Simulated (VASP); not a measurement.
# Cr (Fm-3m) in VASP: further runs

The runs below take Cr through single point, with PBE.

All numbers are computed with VASP 6.6.1; they aren't measurements. Logs are shortened: lines on timing, memory, paths and dates and some standing lists are left out, and cuts for length are marked.

## 1. The cell of the first run

It takes space group Fm-3m (No. 225, cubic). Conventional cell: a = 3.565 Å, b = 3.565 Å, c = 3.565 Å, α = 90.00°, β = 90.00°, γ = 90.00°. Within 3.3 Å of Cr (site symmetry m-3m) lie 12 Cr at 2.52 Å.

## 2. Single point, PBE, non-collinear spin, typed start

File INCAR:

```
ALGO = Normal
EDIFF = 1E-6
ENCUT = 520
GGA = PE
ISIF = 2
ISMEAR = -1
ISYM = -1
LASPH = True
LCHARG = True
LMAXMIX = 4
LNONCOLLINEAR = True
LORBIT = 11
LREAL = False
LVHAR = True
LWAVE = False
MAGMOM = -0.338 -0.188 0.813 -0.175 1.666 -0.289 0.933 -0.731 -0.188 -1.009 -1.581 0.302
NBANDS = 62
NELM = 150
PREC = Accurate
SIGMA = 0.05
```

File KPOINTS:

```
k-points
0
Gamma
  2 2 2
```

File POSCAR:

```
Cr
1.0
    3.5647000000      0.0000000000      0.0000000000
    0.0000000000      3.5647000000      0.0000000000
    0.0000000000      0.0000000000      3.5647000000
Cr
4
Direct
    0.0000000000      0.0000000000      0.0000000000
    0.0000000000      0.5000000000      0.5000000000
    0.5000000000      0.0000000000      0.5000000000
    0.5000000000      0.5000000000      0.0000000000
```

Potentials or basis: VASP PAW PBE potentials, release 64 (Cr_pv).

Run with:

```sh
$ cat potpaw_PBE.64/Cr_pv/POTCAR > POTCAR
$ mpirun -np 1 vasp_ncl > vasp.out
```

OUTCAR:

```text
EDIFF = 1E-6
   ENCUT = 520
   GGA = PE
   ISIF = 2
   ISMEAR = -1
   ISYM = -1
   LASPH = True
   LNONCOLLINEAR = True
   LORBIT = 11
   LREAL = False
   NELM = 150
   PREC = Accurate

 ion  position               nearest neighbor table
   1  0.000  0.000  0.000-   2 2.52   3 2.52   4 2.52   2 2.52   3 2.52   2 2.52   4 2.52   2 2.52
                             3 2.52   4 2.52   3 2.52   4 2.52
   2  0.000  0.500  0.500-   1 2.52   3 2.52   4 2.52   1 2.52   4 2.52   1 2.52   3 2.52   1 2.52
                             3 2.52   4 2.52   4 2.52   3 2.52
   3  0.500  0.000  0.500-   1 2.52   2 2.52   4 2.52   1 2.52   4 2.52   2 2.52   4 2.52   4 2.52
                             1 2.52   2 2.52   1 2.52   2 2.52
   4  0.500  0.500  0.000-   1 2.52   2 2.52   3 2.52   2 2.52   3 2.52   1 2.52   3 2.52   3 2.52
                             1 2.52   2 2.52   2 2.52   1 2.52

IMPORTANT INFORMATION: All symmetrisations will be switched off!
NOSYMM: (Re-)initialisation of all symmetry stuff for point group C_1.

----------------------------------------------------------------------------------------

                                     Primitive cell

  volume of cell :      45.2969

  direct lattice vectors                    reciprocal lattice vectors
     3.564700000  0.000000000  0.000000000     0.280528516  0.000000000  0.000000000
     0.000000000  3.564700000  0.000000000     0.000000000  0.280528516  0.000000000
     0.000000000  0.000000000  3.564700000     0.000000000  0.000000000  0.280528516

  length of vectors
     3.564700000  3.564700000  3.564700000     0.280528516  0.280528516  0.280528516

  position of ions in fractional coordinates (direct lattice)
     0.000000000  0.000000000  0.000000000
     0.000000000  0.500000000  0.500000000
     0.500000000  0.000000000  0.500000000
     0.500000000  0.500000000  0.000000000

  ion indices of the primitive-cell ions
   primitive index   ion index
                 1           1
                 2           2
                 3           3
                 4           4

----------------------------------------------------------------------------------------

 KPOINTS: k-points

Automatic generation of k-mesh.
 Grid dimensions read from file:
 generate k-points for:    2    2    2

 Generating k-lattice:

  Cartesian coordinates                     Fractional coordinates (reciprocal lattice)
     0.140264258  0.000000000  0.000000000     0.500000000  0.000000000  0.000000000
     0.000000000  0.140264258  0.000000000     0.000000000  0.500000000  0.000000000
     0.000000000  0.000000000  0.140264258     0.000000000  0.000000000  0.500000000

  Length of vectors
     0.140264258  0.140264258  0.140264258

  Shift w.r.t. Gamma in fractional coordinates (k-lattice)
     0.000000000  0.000000000  0.000000000

 Subroutine IBZKPT returns following result:
 ===========================================

 Found      8 irreducible k-points:

 Following reciprocal coordinates:
            Coordinates               Weight
  0.000000  0.000000  0.000000      1.000000
  0.500000  0.000000  0.000000      1.000000
  0.000000  0.500000  0.000000      1.000000
  0.500000  0.500000  0.000000      1.000000
  0.000000  0.000000  0.500000      1.000000
  0.500000  0.000000  0.500000      1.000000
  0.000000  0.500000  0.500000      1.000000
  0.500000  0.500000  0.500000      1.000000
   k-points           NKPTS =      8   k-points in BZ     NKDIM =      8   number of bands    NBANDS=     62
   number of dos      NEDOS =    301   number of ions     NIONS =      4
   total plane-waves  NPLWV =  21952
   dimension x,y,z NGX =    28 NGY =   28 NGZ =   28
   dimension x,y,z NGXF=    56 NGYF=   56 NGZF=   56
   ions per type =               4
   NGX,Y,Z   is equivalent  to a cutoff of  13.06, 13.06, 13.06 a.u.
   NGXF,Y,Z  is equivalent  to a cutoff of  26.12, 26.12, 26.12 a.u.
 SYSTEM =  unknown system
   PREC   = accura    normal or accurate (medium, high low for compatibility)
   ISTART =      0    job   : 0-new  1-cont  2-samecut
   ICHARG =      2    charge: 1-file 2-atom 10-const
   ISPIN  =      1    spin polarized calculation?
   LNONCOLLINEAR =      T non collinear calculations
   LSORBIT =      F    spin-orbit coupling
   LASPH  =      T    aspherical Exc in radial PAW
   ENCUT  =  520.0 eV  38.22 Ry    6.18 a.u.   6.63  6.63  6.63*2*pi/ulx,y,z
   NELM   =    150;   NELMIN=  2; NELMDL= -5     # of ELM steps
   EDIFF  = 0.1E-05   stopping-criterion for ELM
   LREAL  =      F    real-space projection
   EDIFFG = 0.1E-04   stopping-criterion for IOM
   NSW    =      0    number of steps for IOM
   IBRION =     -1    ionic relax: 0-MD 1-quasi-New 2-CG
   NFREE  =      0    steps in history (QN), initial steepest desc. (CG)
   ISIF   =      2    stress and relaxation
   ISYM   =     -1    0-nonsym 1-usesym 2-fastsym
   POTIM  = 0.5000    time-step for ionic-motion
   TEBEG  =    0.0;   TEEND  =   0.0 temperature during run
   PSTRESS=    0.0 pullay stress
   NELECT =      48.0000    total number of electrons
   NUPDOWN=      -1.0000    fix difference up-down
   EMIN   =  10.00;   EMAX   =-10.00  energy-range for DOS
   EFERMI =   0.00;   METHOD = LEGACY
   ISMEAR =    -1;   SIGMA  =   0.05  broadening in eV -4-tet -1-fermi 0-gaus
   EFERMI_NEDOS =   21; number of points for ismear=-14 and -15
   IALGO  =     38    algorithm
   IMIX   =      4    mixing-type and parameters
     AMIX     =   0.40;   BMIX     =  1.00
     AMIX_MAG =   1.60;   BMIX_MAG =  1.00
  volume/ion in A,a.u.               =      11.32        76.42
  Fermi-wavevector in a.u.,A,eV,Ry     =   1.669036  3.154020 37.901473  2.785680
  Thomas-Fermi vector in A             =   2.754779
   LORBIT       =     11    0 simple, 1 ext, 2 COOP (PROOUT), +10 PAW based schemes
   GGA     = PE    functional components
   LHFCALC =     F    Hartree Fock is set to
   AEXX    =    0.0000 exact exchange contribution
   IVDW    =     0    specifies the selected vdW correction
   LEPSILON=     F    determine dielectric tensor
   LRPA    =     F    only Hartree local field effects (RPA)
  energy-cutoff  :      520.00
  volume of cell :       45.30
 maximum number of plane-waves:      2456
 NGX is ok and might be reduce to    28
   NGX = 13   NGY = 13   NGZ = 13

 number of electron      47.9999972 magnetization      -0.0220016     -0.0026699      0.0143888

 number of electron      47.9999972 magnetization      -0.0040795      0.0054936      0.0052757

 number of electron      47.9999972 magnetization       0.0059044      0.0102100      0.0020113

 Free energy of the ion-electron system (eV)
  ---------------------------------------------------
  ext. energy  EPLUGINS =         0.00000000
  ---------------------------------------------------
  free energy    TOTEN  =       -36.59514862 eV

  energy without entropy =      -36.53948592  energy(sigma->0) =      -36.56731727

 E-fermi :  11.2849     XC(G=0): -13.7395

 val. band max:       11.2267809453   @ k =   0.5000   0.5000   0.0000
 cond. band min:      11.3771016251   @ k =   0.5000   0.0000   0.0000
 fundamental gap:      0.1503206797
 Fermi energy:        11.2848994259

 k-point     1 :       0.0000    0.0000    0.0000
  band No.  band energies     occupation
      1     -32.1547      1.00000
      2     -32.1547      1.00000
      3     -32.1546      1.00000
      4     -32.1519      1.00000
      5     -32.1518      1.00000
      6     -32.1518      1.00000
[... 52 lines left out ...]
     59      14.2693      0.00000
     60      14.2736      0.00000

 k-point     2 :       0.5000    0.0000    0.0000
  band No.  band energies     occupation
      1     -32.0170      1.00000
      2     -32.0169      1.00000
      3     -32.0159      1.00000
      4     -32.0159      1.00000
      5     -31.9099      1.00000
      6     -31.9095      1.00000
[... 52 lines left out ...]
     59      12.7063      0.00000
     60      12.7117      0.00000

 k-point     3 :       0.0000    0.5000    0.0000
  band No.  band energies     occupation
      1     -32.0166      1.00000
      2     -32.0166      1.00000
      3     -32.0165      1.00000
      4     -32.0163      1.00000
      5     -31.9099      1.00000
      6     -31.9097      1.00000
[... 251 lines left out ...]
      6     -31.8566      1.00000
[... 52 lines left out ...]
     59      12.3683      0.00000
     60      12.3684      0.00000

 k-point     8 :       0.5000    0.5000    0.5000
  band No.  band energies     occupation
      1     -32.2756      1.00000
      2     -32.2729      1.00000
      3     -32.2726      1.00000
      4     -32.2711      1.00000
      5     -32.0967      1.00000
      6     -32.0947      1.00000
[... 52 lines left out ...]
     59      13.7146      0.00000
     60      13.7174      0.00000
 [bands above 60 left out]

------------------------ aborting loop because EDIFF is reached ----------------------------------------

  FORCE on cell =-STRESS in cart. coord.  units (eV):
  Direction    XX          YY          ZZ          XY          YZ          ZX
  --------------------------------------------------------------------------------------
  -------------------------------------------------------------------------------------
  Total        3.4173380      3.4160847      3.4147348      0.0000025      0.0000064      0.0000019
  in kB      120.8730733    120.8287425    120.7809946      0.0000885      0.0002255      0.0000661
  external PRESSURE =     120.8276034 kB  Pullay stress =       0.0000000 kB

 VOLUME and BASIS-vectors are now :
 -----------------------------------------------------------------------------
  energy-cutoff  :      520.00
  volume of cell :       45.30
      direct lattice vectors                 reciprocal lattice vectors
     3.564700000  0.000000000  0.000000000     0.280528516  0.000000000  0.000000000
     0.000000000  3.564700000  0.000000000     0.000000000  0.280528516  0.000000000
     0.000000000  0.000000000  3.564700000     0.000000000  0.000000000  0.280528516

 POSITION                                       TOTAL-FORCE (eV/Angst)
 -----------------------------------------------------------------------------------
      0.00000      0.00000      0.00000         0.000000     -0.000004     -0.000001
      0.00000      1.78235      1.78235         0.000004     -0.000004     -0.000007
      1.78235      0.00000      1.78235         0.000002      0.000009      0.000008
      1.78235      1.78235      0.00000        -0.000006     -0.000001     -0.000000
 -----------------------------------------------------------------------------------
    total drift:                                0.000032      0.000017      0.000002

  FREE ENERGIE OF THE ION-ELECTRON SYSTEM (eV)
  ---------------------------------------------------
  free  energy   TOTEN  =       -36.5951486193 eV

  energy  without entropy=      -36.5394859200  energy(sigma->0) =      -36.56731727

 total charge

# of ion       s       p       d       tot
------------------------------------------
    1        0.463   6.353   4.326  11.142
    2        0.463   6.353   4.325  11.141
    3        0.463   6.353   4.326  11.141
    4        0.463   6.353   4.327  11.142
--------------------------------------------------
tot          1.852  25.411  17.303  44.566

 magnetization (x)

# of ion       s       p       d       tot
------------------------------------------
    1       -0.001  -0.000  -0.035  -0.036
    2       -0.001  -0.000  -0.053  -0.054
    3        0.016   0.007   0.712   0.734
    4       -0.014  -0.006  -0.619  -0.638
--------------------------------------------------
tot          0.000   0.000   0.005   0.005

 magnetization (y)

# of ion       s       p       d       tot
------------------------------------------
    1        0.002   0.001   0.074   0.077
    2        0.016   0.007   0.727   0.750
    3       -0.007  -0.003  -0.322  -0.332
    4       -0.010  -0.005  -0.471  -0.486
--------------------------------------------------
tot          0.000   0.000   0.009   0.009

 magnetization (z)

# of ion       s       p       d       tot
------------------------------------------
    1        0.018   0.008   0.803   0.829
    2       -0.007  -0.003  -0.326  -0.336
    3       -0.005  -0.002  -0.207  -0.213
    4       -0.006  -0.003  -0.269  -0.278
--------------------------------------------------
tot          0.000   0.000   0.002   0.002
```

It took 4.1 min on 1 thread of AMD EPYC 7R13 (Zen 3), shared host; peak memory 0.24 GiB.

What came out:

```
Free energy                                           : -36.5951 eV
Pressure                                              : 12.1 GPa
Band gap on the k mesh                                : zero (band 48 reaches 12.56 eV, above the bottom of band 49 at 11.22 eV)
Net moment                                            : 0.01 μB per cell
Valence electrons inside the program's atomic spheres : Cr 11.14
```

Moments on the atoms (μB; x, y, z):
```
Cr  -0.04  0.08  0.83
Cr  -0.05  0.75 -0.34
Cr   0.73 -0.33 -0.21
Cr  -0.64 -0.49 -0.28
```

Caveat: the k points lie up to 0.88 Å⁻¹ apart; the starting moments collapsed, and a magnetic state may lie lower.

## 3. Single point, PBE, non-collinear spin, typed start

File INCAR:

```
PREC     = Accurate       # precision mode
ENCUT    = 520            # plane-wave cutoff, eV
EDIFF    = 1E-6           # SCF threshold, eV
ISMEAR   = -1             # smearing method
SIGMA    = 0.05           # smearing width, eV
LREAL    = False          # projectors in reciprocal space
LASPH    = True           # aspherical terms in the spheres
NELM     = 150            # most SCF steps
ALGO     = Normal         # electronic algorithm
ISIF     = 2              # what is computed and relaxed
LWAVE    = False          # write WAVECAR
LCHARG   = False          # write CHGCAR
LNONCOLLINEAR= True           # non-collinear magnetism
MAGMOM   = 0 0 0.9 0 0 -1.7 0 0 1.2 0 0 -1.9 # initial moments
LORBIT   = 11             # projections on sites
LMAXMIX  = 4              # l up to which the mixer works
GGA      = PE             # functional
NBANDS   = 62             # bands
```

File KPOINTS:

```
regular mesh
0
Gamma
  2 2 2
```

POSCAR is that of step 2.

Potentials or basis: VASP PAW PBE potentials, release 64 (Cr_pv).

Run with:

```sh
$ cat potpaw_PBE.64/Cr_pv/POTCAR > POTCAR
$ mpirun -np 1 vasp_ncl > vasp.out
```

OUTCAR:

```text
PREC = Accurate
   ENCUT = 520
   EDIFF = 1E-6
   ISMEAR = -1
   LREAL = False
   LASPH = True
   NELM = 150
   ISIF = 2
   LNONCOLLINEAR = True
   LORBIT = 11
   GGA = PE

 ion  position               nearest neighbor table
   1  0.000  0.000  0.000-   2 2.52   3 2.52   4 2.52   2 2.52   3 2.52   2 2.52   4 2.52   2 2.52
                             3 2.52   4 2.52   3 2.52   4 2.52
   2  0.000  0.500  0.500-   1 2.52   3 2.52   4 2.52   1 2.52   4 2.52   1 2.52   3 2.52   1 2.52
                             3 2.52   4 2.52   4 2.52   3 2.52
   3  0.500  0.000  0.500-   1 2.52   2 2.52   4 2.52   1 2.52   4 2.52   2 2.52   4 2.52   4 2.52
                             1 2.52   2 2.52   1 2.52   2 2.52
   4  0.500  0.500  0.000-   1 2.52   2 2.52   3 2.52   2 2.52   3 2.52   1 2.52   3 2.52   3 2.52
                             1 2.52   2 2.52   2 2.52   1 2.52

  LATTYP: Found a simple cubic cell.
 ALAT       =     3.5647000000

  Lattice vectors:
[... 745 lines left out ...]
  free  energy   TOTEN  =       -36.6069858128 eV

  energy  without entropy=      -36.5486818187  energy(sigma->0) =      -36.57783382

 total charge

# of ion       s       p       d       tot
------------------------------------------
    1        0.467   6.354   4.321  11.142
    2        0.466   6.351   4.332  11.149
    3        0.466   6.353   4.324  11.144
    4        0.469   6.359   4.300  11.128
--------------------------------------------------
tot          1.868  25.418  17.276  44.563

 magnetization (x)

# of ion       s       p       d       tot
------------------------------------------
    1        0.000   0.000   0.000   0.000
    2        0.000   0.000   0.000   0.000
    3        0.000   0.000   0.000   0.000
    4        0.000   0.000   0.000   0.000
--------------------------------------------------
tot          0.000   0.000   0.000   0.000

 magnetization (y)

# of ion       s       p       d       tot
------------------------------------------
    1        0.000   0.000   0.000   0.000
    2        0.000   0.000   0.000   0.000
    3        0.000   0.000   0.000   0.000
    4        0.000   0.000   0.000   0.000
--------------------------------------------------
tot          0.000   0.000   0.000   0.000

 magnetization (z)

# of ion       s       p       d       tot
------------------------------------------
    1        0.019   0.010   0.738   0.767
    2       -0.025  -0.013  -1.027  -1.065
    3        0.021   0.011   0.822   0.854
    4       -0.011  -0.006  -0.379  -0.396
--------------------------------------------------
tot          0.004   0.003   0.154   0.161
```

OSZICAR:

```text
N       E                     dE             d eps       ncg     rms          rms(c)
DAV:   1     0.685032212390E+03    0.68503E+03   -0.25987E+04   992   0.196E+03
DAV:   2     0.566296604631E+01   -0.67937E+03   -0.65786E+03   992   0.610E+02
[... 13 lines left out ...]
DAV:  63    -0.366069943812E+02   -0.75654E-06   -0.42285E-05   916   0.455E-02    0.825E-03
DAV:  64    -0.366069876414E+02    0.67398E-05   -0.10124E-04  1004   0.706E-02    0.689E-03
DAV:  65    -0.366069863678E+02    0.12736E-05   -0.33752E-05   924   0.420E-02    0.597E-03
DAV:  66    -0.366069878488E+02   -0.14810E-05   -0.43826E-05   996   0.468E-02    0.622E-03
DAV:  67    -0.366069860545E+02    0.17943E-05   -0.80277E-05  1004   0.649E-02    0.696E-03
DAV:  68    -0.366069858128E+02    0.24167E-06   -0.24236E-06   808   0.117E-02
   1 F= -.36606986E+02 E0= -.36577834E+02  d E =-.583040E-01  mag=    -0.0000     0.0000     0.1688
```

It took 4.4 min on 1 thread of AMD EPYC 7R13 (Zen 3), shared host; peak memory 0.24 GiB.

What came out:

```yaml
Free_energy: -36.6070 eV
Pressure: 12.2 GPa
Band_gap_on_the_k_mesh: zero (band 48 reaches 12.64 eV, above the bottom of band 49 at 11.17 eV)
Net_moment: 0.17 μB per cell
Valence_electrons_inside_the_program's_atomic_spheres: Cr 11.14, 11.15, 11.13
```

Stress tensor (GPa, compression positive):
```
13.31  0.00  0.00
 0.00  9.57  0.00
 0.00  0.00 13.59
```

Moments on the atoms (μB; x, y, z):
```
Cr   0.00  0.00  0.77
Cr   0.00  0.00 -1.06
Cr   0.00  0.00  0.85
Cr   0.00  0.00 -0.40
```

Caveat: the k points lie up to 0.88 Å⁻¹ apart.

## 4. Single point, PBE, non-collinear spin, typed start

File INCAR:

```
ALGO = Normal
EDIFF = 1E-6
ENCUT = 520
GGA = PE
ISIF = 2
ISMEAR = -1
LASPH = T
LCHARG = T
LMAXMIX = 4
LNONCOLLINEAR = T
LORBIT = 11
LREAL = F
LVHAR = T
LWAVE = F
MAGMOM = -0.414 -0.23 0.993 -0.175 1.666 -0.289 0.933 -0.731 -0.188 -1.009 -1.581 0.302
NBANDS = 62
NELM = 150
PREC = Accurate
SIGMA = 0.05
```

File KPOINTS:

```
k-points
0
Gamma
  2 2 2
```

POSCAR is that of step 3.

Run with:

```sh
$ cat potpaw_PBE.64/Cr_pv/POTCAR > POTCAR
$ mpirun -np 1 vasp_ncl > vasp.out
```

Run time: 3.9 min. Hardware: 1 thread of AMD EPYC 7R13 (Zen 3), shared host; peak memory 0.24 GiB.

The run converged. Its results:

```
Free energy                                           : -36.5951 eV
Pressure                                              : 12.1 GPa
Band gap on the k mesh                                : zero (band 48 reaches 12.56 eV, above the bottom of band 49 at 11.22 eV)
Net moment                                            : 0.02 μB per cell
Valence electrons inside the program's atomic spheres : Cr 11.14
```

Levels at points of the mesh, in eV from the Fermi level:
| k point | band 45 | band 46 | band 47 | band 48 | band 49 | band 50 |
| --- | --- | --- | --- | --- | --- | --- |
| (0.00, 0.00, 0.00) | 1.22 | 1.23 | 1.27 | 1.28 | 2.44 | 2.45 |
| (0.50, 0.00, 0.00) | -0.28 | -0.28 | 0.09 | 0.10 | 0.70 | 0.70 |
| (0.00, 0.50, 0.00) | -0.29 | -0.28 | 0.09 | 0.10 | 0.70 | 0.70 |
| (0.00, 0.00, 0.50) | -0.29 | -0.28 | 0.09 | 0.10 | 0.69 | 0.70 |
| (0.50, 0.50, 0.00) | -1.26 | -1.25 | -1.25 | -1.25 | -0.06 | -0.06 |
| (0.00, 0.50, 0.50) | -1.26 | -1.26 | -1.25 | -1.24 | -0.06 | -0.06 |
| (0.50, 0.00, 0.50) | -1.26 | -1.26 | -1.25 | -1.24 | -0.06 | -0.06 |
| (0.50, 0.50, 0.50) | -0.48 | -0.47 | -0.47 | -0.47 | 0.64 | 0.64 |

Moments on the atoms (μB; x, y, z):
```
Cr  -0.09 -0.01  0.81
Cr  -0.02  0.81 -0.28
Cr   0.73 -0.38 -0.19
Cr  -0.63 -0.42 -0.32
```

Caveat: the k points lie up to 0.88 Å⁻¹ apart; the starting moments collapsed, and a magnetic state may lie lower.
